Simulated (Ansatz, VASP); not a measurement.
Cd: VASP beside Ansatz

File INCAR:

```
SYSTEM = Cd
  PREC = Accurate
  ENCUT = 520
  EDIFF = 1E-7
  ISMEAR = -1
  SIGMA = 0.1
  LREAL = .FALSE.
  LASPH = .TRUE.
  NELM = 60
  ALGO = Normal
  ISIF = 2
  LWAVE = .FALSE.
  LCHARG = .TRUE.
  GGA = PE
  LELF = .TRUE.
  LVHAR = .TRUE.
  NBANDS = 12
```

Contents of KPOINTS:

```
regular mesh
0
G
  14 14 14
  0 0 0
```

Contents of POSCAR:

```
Cd
1.0
   -1.8701145286      1.8701145286      1.8701145286
    1.8701145286     -1.8701145286      1.8701145286
    1.8701145286      1.8701145286     -1.8701145286
Cd
1
Direct
    0.0000000000      0.0000000000      0.0000000000
```

Input for Ansatz:

```yaml
crystal:
  lattice:
    - [-1.8701145286, 1.8701145286, 1.8701145286]
    - [1.8701145286, -1.8701145286, 1.8701145286]
    - [1.8701145286, 1.8701145286, -1.8701145286]
  atoms:
    - { symbol: Cd, position: [0.0, 0.0, 0.0] }
hamiltonian:
  xc: pbe
  pseudopotentials:
    kind: paw
    azcp:
      Cd: "pseudopotentials/Cd.paw.azcp"
basis:
  ecutwfc: 420
  fft_grid_basis: typed
kpoints:
  mp_grid: { grid: [14, 14, 14], shift: [0, 0, 0] }
magnetization:
  spin_polarized: false
scf:
  occupations: { method: fermi_dirac, width: 0.1 }
  lower_state_search: "off"
output:
  stress: true
```

Alike in both runs: task single point; functional PBE; k mesh 14 × 14 × 14; occupations fermi-dirac, width 0.1 eV; no spin polarisation.

|  | VASP | Ansatz |
| --- | --- | --- |
| version | VASP 6.6.1 | Ansatz 0.2.0 |
| potentials or method | VASP PAW PBE potentials, release 64 (Cd), cutoff 520 eV | plane waves (420 eV) with PAW, scalar-relativistic |
| valence electrons in the cell | 12 | 20 |

Ansatz gave:

```
pressure (GPa) : -2.7
```

Task: Estimate VASP's values.

Result: Pressure (GPa): -2.6.

VASP's potentials hold 12 valence electrons a cell and Ansatz's 20, so a difference there can come from the potentials and not from the codes.
